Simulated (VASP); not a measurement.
# Cs (Cmmm) in VASP: single point with PBE

Aim: the single point of Cs with PBE.

Everything below comes from runs of VASP 6.6.1. Logs are shortened: lines on timing, memory, paths and dates and some standing lists are left out, and cuts for length are marked.

**1. The cell of the first run**

It takes space group Cmmm (No. 65, orthorhombic). Conventional cell: a = 9.464 Å, b = 14.126 Å, c = 10.698 Å, α = 90.00°, β = 90.00°, γ = 90.00°.

**2. Single point, PBE**

Input file INCAR:

```
PREC     = Accurate       # precision mode
ENCUT    = 520            # plane-wave cutoff, eV
EDIFF    = 1E-7           # SCF threshold, eV
ISMEAR   = 0              # smearing method
SIGMA    = 0.1            # smearing width, eV
LREAL    = F              # projectors in reciprocal space
LASPH    = T              # aspherical terms in the spheres
NELM     = 100            # most SCF steps
ALGO     = Normal         # electronic algorithm
ISIF     = 2              # what is computed and relaxed
LWAVE    = F              # write WAVECAR
LCHARG   = F              # write CHGCAR
GGA      = PE             # functional
NBANDS   = 30             # bands
```

Input file KPOINTS:

```
regular mesh
0
Gamma
  2 2 2
```

Input file POSCAR:

```
Cs
1.0
    4.7322166039     -7.0631625290      0.0000000000
    4.7322166039      7.0631625290      0.0000000000
    0.0000000000      0.0000000000     10.6983129762
Cs
5
Direct
    0.5000000000      0.0000000000      0.2500000000
    0.0000000000      0.5000000000      0.7500000000
    0.0000000000      0.5000000000      0.2500000000
    0.5000000000      0.0000000000      0.7500000000
    0.0000000000      0.0000000000      0.0000000000
```

Potentials or basis: VASP PAW PBE potentials, release 64 (Cs_sv).

Launch:

```
$ cat potpaw_PBE.64/Cs_sv/POTCAR > POTCAR
$ mpirun -np 1 vasp_std > vasp.out
```

OUTCAR:

```text
PREC = Accurate
   ENCUT = 520
   EDIFF = 1E-7
   ISMEAR = 0
   LREAL = F
   LASPH = T
   NELM = 100
   ISIF = 2
   GGA = PE

 ion  position               nearest neighbor table
   1  0.500  0.000  0.250-
   2  0.000  0.500  0.750-
   3  0.000  0.500  0.250-
   4  0.500  0.000  0.750-
   5  0.000  0.000  0.000-

  LATTYP: Found a base centered orthorhombic cell.
 ALAT       =     9.4644332078
 B/A-ratio  =     1.4925695758
 C/A-ratio  =     1.1303701702

  Lattice vectors:

 A1 = (   4.7322166039,  -7.0631625290,   0.0000000000)
 A2 = (   4.7322166039,   7.0631625290,   0.0000000000)
 A3 = (   0.0000000000,   0.0000000000,  10.6983129762)

Analysis of symmetry for initial positions (statically):
=====================================================================
 Subroutine PRICEL returns:
 Original cell was already a primitive cell.

 Routine SETGRP: Setting up the symmetry group for a
 base centered orthorhombic supercell.

 Subroutine GETGRP returns: Found  8 space group operations
 (whereof  8 operations were pure point group operations)
 out of a pool of  8 trial point group operations.

The static configuration has the point symmetry D_2h.

Analysis of symmetry for dynamics (positions and initial velocities):
=====================================================================
 Subroutine PRICEL returns:
 Original cell was already a primitive cell.

 Routine SETGRP: Setting up the symmetry group for a
 base centered orthorhombic supercell.

 Subroutine GETGRP returns: Found  8 space group operations
 (whereof  8 operations were pure point group operations)
 out of a pool of  8 trial point group operations.

The dynamic configuration has the point symmetry D_2h.

 Subroutine INISYM returns: Found  8 space group operations
 (whereof  8 operations are pure point group operations),
 and found     1 'primitive' translations

----------------------------------------------------------------------------------------

                                     Primitive cell

  volume of cell :     715.1697

  direct lattice vectors                    reciprocal lattice vectors
     4.732216604 -7.063162529  0.000000000     0.105658731 -0.070789819  0.000000000
     4.732216604  7.063162529  0.000000000     0.105658731  0.070789819  0.000000000
     0.000000000  0.000000000 10.698312976     0.000000000  0.000000000  0.093472681

  length of vectors
     8.501890313  8.501890313 10.698312976     0.127180839  0.127180839  0.093472681

  position of ions in fractional coordinates (direct lattice)
     0.500000000  0.000000000  0.250000000
     0.000000000  0.500000000  0.750000000
     0.000000000  0.500000000  0.250000000
     0.500000000  0.000000000  0.750000000
     0.000000000  0.000000000  0.000000000

  ion indices of the primitive-cell ions
   primitive index   ion index
                 1           1
                 2           2
                 3           3
                 4           4
                 5           5

----------------------------------------------------------------------------------------

 KPOINTS: regular mesh

Automatic generation of k-mesh.
 Grid dimensions read from file:
 generate k-points for:    2    2    2

 Generating k-lattice:

  Cartesian coordinates                     Fractional coordinates (reciprocal lattice)
     0.052829365 -0.035394910  0.000000000     0.500000000  0.000000000  0.000000000
     0.052829365  0.035394910  0.000000000     0.000000000  0.500000000  0.000000000
     0.000000000  0.000000000  0.046736341     0.000000000  0.000000000  0.500000000

  Length of vectors
     0.063590420  0.063590420  0.046736341

  Shift w.r.t. Gamma in fractional coordinates (k-lattice)
     0.000000000  0.000000000  0.000000000

 Subroutine IBZKPT returns following result:
 ===========================================

 Found      6 irreducible k-points:

 Following reciprocal coordinates:
            Coordinates               Weight
  0.000000  0.000000  0.000000      1.000000
  0.500000 -0.000000  0.000000      2.000000
  0.500000  0.500000  0.000000      1.000000
  0.000000  0.000000  0.500000      1.000000
  0.500000 -0.000000  0.500000      2.000000
  0.500000  0.500000  0.500000      1.000000
   k-points           NKPTS =      6   k-points in BZ     NKDIM =      6   number of bands    NBANDS=     30
   number of dos      NEDOS =    301   number of ions     NIONS =      5
   total plane-waves  NPLWV = 327680
   dimension x,y,z NGX =    64 NGY =   64 NGZ =   80
   dimension x,y,z NGXF=   128 NGYF=  128 NGZF=  160
   ions per type =               5
   NGX,Y,Z   is equivalent  to a cutoff of  12.51, 12.51, 12.43 a.u.
   NGXF,Y,Z  is equivalent  to a cutoff of  25.03, 25.03, 24.86 a.u.
 SYSTEM =  unknown system
   PREC   = accura    normal or accurate (medium, high low for compatibility)
   ISTART =      0    job   : 0-new  1-cont  2-samecut
   ICHARG =      2    charge: 1-file 2-atom 10-const
   ISPIN  =      1    spin polarized calculation?
   LNONCOLLINEAR =      F non collinear calculations
   LSORBIT =      F    spin-orbit coupling
   LASPH  =      T    aspherical Exc in radial PAW
   ENCUT  =  520.0 eV  38.22 Ry    6.18 a.u.  15.81 15.81 19.89*2*pi/ulx,y,z
   NELM   =    100;   NELMIN=  2; NELMDL= -5     # of ELM steps
   EDIFF  = 0.1E-06   stopping-criterion for ELM
   LREAL  =      F    real-space projection
   EDIFFG = 0.1E-05   stopping-criterion for IOM
   NSW    =      0    number of steps for IOM
   IBRION =     -1    ionic relax: 0-MD 1-quasi-New 2-CG
   NFREE  =      0    steps in history (QN), initial steepest desc. (CG)
   ISIF   =      2    stress and relaxation
   ISYM   =      2    0-nonsym 1-usesym 2-fastsym
   POTIM  = 0.5000    time-step for ionic-motion
   TEBEG  =    0.0;   TEEND  =   0.0 temperature during run
   PSTRESS=    0.0 pullay stress
   NELECT =      45.0000    total number of electrons
   NUPDOWN=      -1.0000    fix difference up-down
   EMIN   =  10.00;   EMAX   =-10.00  energy-range for DOS
   EFERMI =   0.00;   METHOD = LEGACY
   ISMEAR =     0;   SIGMA  =   0.10  broadening in eV -4-tet -1-fermi 0-gaus
   EFERMI_NEDOS =   21; number of points for ismear=-14 and -15
   IALGO  =     38    algorithm
   IMIX   =      4    mixing-type and parameters
     AMIX     =   0.40;   BMIX     =  1.00
     AMIX_MAG =   1.60;   BMIX_MAG =  1.00
  volume/ion in A,a.u.               =     143.03       965.24
  Fermi-wavevector in a.u.,A,eV,Ry     =   0.651142  1.230481  5.768685  0.423986
  Thomas-Fermi vector in A             =   1.720647
   LORBIT       =      0    0 simple, 1 ext, 2 COOP (PROOUT), +10 PAW based schemes
   GGA     = PE    functional components
   LHFCALC =     F    Hartree Fock is set to
   AEXX    =    0.0000 exact exchange contribution
   IVDW    =     0    specifies the selected vdW correction
   LEPSILON=     F    determine dielectric tensor
   LRPA    =     F    only Hartree local field effects (RPA)
 non-spin polarized calculation
 Gauss-broadening in eV      SIGMA  =   0.10
  energy-cutoff  :      520.00
  volume of cell :      715.17
 maximum number of plane-waves:     19281
 NGX is ok and might be reduce to    64
   NGX = 31   NGY = 31   NGZ = 39

 number of electron      44.9999999 magnetization

 Free energy of the ion-electron system (eV)
  ---------------------------------------------------
  ext. energy  EPLUGINS =         0.00000000
  ---------------------------------------------------
  free energy    TOTEN  =        -3.58373104 eV

  energy without entropy =       -3.55803930  energy(sigma->0) =       -3.57088517

 E-fermi :  -0.1355     XC(G=0):  -4.7962

 val. band max:       -0.1562881317   @ k =   0.0000   0.0000   0.0000
 cond. band min:       0.1409744826   @ k =   0.5000   0.5000   0.0000
 fundamental gap:      0.2972626143
 Fermi energy:        -0.1354807991

 k-point     1 :       0.0000    0.0000    0.0000
  band No.  band energies     occupation
      1     -24.1220      2.00000
      2     -24.1189      2.00000
      3     -24.1079      2.00000
      4     -24.1053      2.00000
      5     -24.0094      2.00000
      6     -11.0851      2.00000
[... 22 lines left out ...]
     29       1.3170      0.00000
     30       1.3320      0.00000

 k-point     2 :       0.5000   -0.0000    0.0000
  band No.  band energies     occupation
      1     -24.1150      2.00000
      2     -24.1148      2.00000
      3     -24.1122      2.00000
      4     -24.1122      2.00000
      5     -24.0095      2.00000
      6     -10.9776      2.00000
[... 22 lines left out ...]
     29       1.1956      0.00000
     30       1.2728      0.00000

 k-point     3 :       0.5000    0.5000    0.0000
  band No.  band energies     occupation
      1     -24.1216      2.00000
      2     -24.1189      2.00000
      3     -24.1080      2.00000
      4     -24.1054      2.00000
      5     -24.0097      2.00000
      6     -11.0722      2.00000
[... 22 lines left out ...]
     29       1.0609      0.00000
     30       1.1899      0.00000

 k-point     4 :       0.0000    0.0000    0.5000
  band No.  band energies     occupation
      1     -24.1206      2.00000
      2     -24.1203      2.00000
      3     -24.1066      2.00000
      4     -24.1066      2.00000
      5     -24.0093      2.00000
      6     -11.0799      2.00000
[... 22 lines left out ...]
     29       1.0855      0.00000
     30       1.2028      0.00000

 k-point     5 :       0.5000   -0.0000    0.5000
  band No.  band energies     occupation
      1     -24.1137      2.00000
      2     -24.1135      2.00000
      3     -24.1135      2.00000
      4     -24.1135      2.00000
      5     -24.0095      2.00000
      6     -10.9688      2.00000
[... 22 lines left out ...]
     29       1.2465      0.00000
     30       1.2735      0.00000

 k-point     6 :       0.5000    0.5000    0.5000
  band No.  band energies     occupation
      1     -24.1203      2.00000
      2     -24.1203      2.00000
      3     -24.1067      2.00000
      4     -24.1067      2.00000
      5     -24.0097      2.00000
      6     -11.0749      2.00000
[... 22 lines left out ...]
     29       1.0972      0.00000
     30       1.3699      0.00000

------------------------ aborting loop because EDIFF is reached ----------------------------------------

  FORCE on cell =-STRESS in cart. coord.  units (eV):
  Direction    XX          YY          ZZ          XY          YZ          ZX
  --------------------------------------------------------------------------------------
  -------------------------------------------------------------------------------------
  Total        1.6580953      0.3412068     -0.0112132      0.0000000      0.0000000      0.0000000
  in kB        3.7145907      0.7643974     -0.0251206      0.0000000      0.0000000      0.0000000
  external PRESSURE =       1.4846225 kB  Pullay stress =       0.0000000 kB

 VOLUME and BASIS-vectors are now :
 -----------------------------------------------------------------------------
  energy-cutoff  :      520.00
  volume of cell :      715.17
      direct lattice vectors                 reciprocal lattice vectors
     4.732216604 -7.063162529  0.000000000     0.105658731 -0.070789819  0.000000000
     4.732216604  7.063162529  0.000000000     0.105658731  0.070789819  0.000000000
     0.000000000  0.000000000 10.698312976     0.000000000  0.000000000  0.093472681

 POSITION                                       TOTAL-FORCE (eV/Angst)
 -----------------------------------------------------------------------------------
      2.36611     -3.53158      2.67458        -0.000000     -0.000000      0.078978
      2.36611      3.53158      8.02373         0.000000      0.000000     -0.078978
      2.36611      3.53158      2.67458        -0.000000     -0.000000      0.078978
      2.36611     -3.53158      8.02373         0.000000     -0.000000     -0.078978
      0.00000      0.00000      0.00000        -0.000000     -0.000000      0.000000
 -----------------------------------------------------------------------------------
    total drift:                                0.000000      0.000000     -0.000000

  FREE ENERGIE OF THE ION-ELECTRON SYSTEM (eV)
  ---------------------------------------------------
  free  energy   TOTEN  =        -3.5837310421 eV

  energy  without entropy=       -3.5580392958  energy(sigma->0) =       -3.57088517
```

Run time: 85 s. Hardware: 1 thread of Intel Xeon 6975P-C (Granite Rapids), shared host; peak memory 0.63 GiB.

Results:

- Free energy: -3.5837 eV
- Pressure: 0.1 GPa
- Largest force: 0.079 eV/Å

Forces on the atoms (eV/Å):
```
Cs   0.000  0.000  0.079
Cs   0.000  0.000 -0.079
Cs   0.000  0.000  0.079
Cs   0.000  0.000 -0.079
Cs   0.000  0.000  0.000
```

Levels at points of the mesh, in eV from the Fermi level:
```csv
k point,band 19,band 20,band 21,band 22,band 23,band 24,band 25,band 26
"(0.00, 0.00, 0.00)",-10.65,-10.64,-1.38,-0.02,0.38,0.58,0.64,0.76
"(0.50, 0.00, 0.00)",-10.67,-10.64,-0.75,-0.47,0.52,0.68,0.68,0.73
"(0.50, 0.50, 0.00)",-10.66,-10.66,-0.75,-0.17,0.28,0.38,0.40,0.63
"(0.00, 0.00, 0.50)",-10.65,-10.64,-1.09,-0.77,0.76,0.93,0.95,1.00
"(0.50, 0.00, 0.50)",-10.67,-10.64,-0.53,-0.14,-0.09,-0.08,0.83,1.07
"(0.50, 0.50, 0.50)",-10.66,-10.65,-0.35,-0.34,-0.10,0.42,0.47,0.78
```

Caveat: the k points lie up to 0.40 Å⁻¹ apart; spin-orbit coupling is left out, which moves the levels of the heavy elements.
